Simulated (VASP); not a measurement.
Runs of VASP 6.6.1 on S. The structure is that of space group P6/mmm (No. 191), or close to it. The cells are those of the table. This isn't the form of S at room conditions, which is orthorhombic, of S8 rings.

| task | cell | cutoff (eV) | gap on the mesh (eV) | pressure (GPa) | relaxed volume (Å³/atom) |
| --- | --- | --- | --- | --- | --- |
| single point | a = 4.171, b = 4.171, c = 2.250 Å, angles 90.0, 90.0, 120.0°, 3 atoms | 520 | none | 58.3 | - |
| relaxation of shape and atoms at fixed volume | relaxed from a = 5.865, b = 5.865, c = 1.849 Å, angles 90.0, 90.0, 120.0°, 3 atoms | 600 | none | 5.2 | - |
| single point | a = 6.771, b = 6.771, c = 2.135 Å, angles 90.0, 90.0, 120.0°, 3 atoms | 520 | none | -0.2 | - |
| relaxation of shape and atoms at fixed volume | relaxed from a = 5.189, b = 5.189, c = 1.636 Å, angles 90.0, 90.0, 120.0°, 3 atoms | 600 | none | 31.0 | - |
| single point | a = 4.359, b = 4.359, c = 2.317 Å, angles 90.0, 90.0, 120.0°, 3 atoms | 520 | none | (b) | - |
| single point | a = 6.601, b = 6.601, c = 2.133 Å, angles 90.0, 90.0, 120.0°, 3 atoms | 520 | none | 0.2 | - |
| relaxation of cell and atoms | relaxed from a = 4.563, b = 4.563, c = 2.829 Å, angles 90.0, 90.0, 120.0°, 3 atoms | 600 | none | 0.0 | 27.06 |
| relaxation of shape and atoms at fixed volume | relaxed from a = 6.656, b = 6.656, c = 2.098 Å, angles 90.0, 90.0, 120.0°, 3 atoms | 600 | none | 0.4 | (a) |

Alike in all rows: level PBE; potentials or basis VASP PAW PBE potentials, release 64 (S); no spin polarisation; k mesh 8 × 8 × 11; smearing fermi-dirac 0.1 eV.

Problem. Estimate the missing entries.

Solution. (a) 26.84; (b) 30.8.

Caveats: the cell stands under pressure (at least some runs); a cell axis changed by over 15 % at a fixed basis, so the end point is rough (at least some runs); the volume moved by over 15 % at a fixed basis, so the end points are rough (at least some runs).

A gap of «none» marks levels without a gap at the run's occupations.
